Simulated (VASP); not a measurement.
Wanted: the native input for a VASP 6.6.1 run.

| Quantity | Value |
| --- | --- |
| Task | single point |
| Functional | PBE |
| Potentials or basis | VASP PAW PBE potentials, release 64 (Pb_d, O) |
| Cutoff | 520 eV |
| k mesh | 8 × 8 × 8 |
| Occupations | fermi-dirac, width 0.02 eV |
| Spin | no spin polarisation |
| Dipole correction | no |
| Further INCAR settings | ALGO = Normal; EDIFF = 1e-06; NBANDS = 17 |

The structure of PbO lies in POSCAR:

```
PbO
1.0
    3.1793716485      0.0000000000      0.0000000000
    0.0000000000      3.1793716485      0.0000000000
    0.0000000000      0.0000000000      3.1793716485
Pb O
1 1
Direct
    0.0000000000      0.0000000000      0.0000000000
    0.5000000000      0.5000000000      0.5000000000
```

One way to write it, as run:

INCAR

```
SYSTEM = PbO
PREC     = Accurate       ! precision mode
ENCUT    = 520            ! plane-wave cutoff, eV
EDIFF    = 1E-6           ! SCF threshold, eV
ISMEAR   = -1             ! smearing method
SIGMA    = 0.02           ! smearing width, eV
LREAL    = .FALSE.        ! projectors in reciprocal space
LASPH    = .TRUE.         ! aspherical terms in the spheres
NELM     = 60             ! most SCF steps
ALGO     = Normal         ! electronic algorithm
ISIF     = 2              ! what is computed and relaxed
LWAVE    = .FALSE.        ! write WAVECAR
LCHARG   = .FALSE.        ! write CHGCAR
GGA      = PE             ! functional
NBANDS   = 17             ! bands
```

KPOINTS

```
Automatic mesh
0
G
  8 8 8
  0 0 0
```

Potentials or basis: VASP PAW PBE potentials, release 64 (Pb_d, O).

The run is started by

```sh
$ cat potpaw_PBE.64/Pb_d/POTCAR potpaw_PBE.64/O/POTCAR > POTCAR
$ mpirun -np 1 vasp_std > vasp.out
```

It gave:

The pressure is 3.2 GPa and the band gap on the k mesh is 0.40 eV, indirect (least direct gap 0.77 eV).

Caveat: spin-orbit coupling is left out, which moves the levels of the heavy elements.

Run time: 6.1 s on 1 thread of Intel Xeon 6975P-C, on a shared host, peak memory 0.15 GiB.
